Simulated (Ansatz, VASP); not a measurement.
One calculation of Ag, two programs

```xyz
3
Lattice="1.4068 0.8122 6.8805 -1.4068 0.8122 6.8805 0.0000 -1.6244 6.8805" Properties=species:S:1:pos:R:3 pbc="T T T"
Ag    0.0000    0.0000    0.0000
Ag    0.0000    0.0000   16.0532
Ag    0.0000    0.0000    4.5882
```

Alike in both runs: task single point; functional PBE; k mesh 6 × 6 × 6; occupations gaussian, width 0.1 eV; no spin polarisation.

|  | VASP | Ansatz |
| --- | --- | --- |
| version | VASP 6.6.1 | Ansatz 0.2.0 |
| potentials or method | VASP PAW PBE potentials, release 64 (Ag), cutoff 500 eV | scalar-relativistic, plane waves, PAW (harder set) |
| valence electrons in the cell | 33 | 57 |

|  | VASP | Ansatz | Ansatz less VASP |
| --- | --- | --- | --- |
| gap on the k mesh at the Fermi level (eV) | none | none | - |
| pressure (GPa) | 17.3 | 17.6 | +0.25 |
| traceless stress, the component that is largest in VASP (GPa) | -1.11 | -1.13 | -0.018 |
| rms of the force components (eV/Å) | 0.003 | 0.003 | +0.0003 |

Atom by atom the forces differ by 0.000 eV/Å (rms over components). A gap of «none» marks a metal or a gap that the smearing closes. With one functional, cell and mesh, what is left measures potentials, basis and numerics. VASP's potentials hold 33 valence electrons a cell and Ansatz's 57, so a difference there can come from the potentials and not from the codes.

The k mesh is coarse, so the values compare programs but aren't converged.
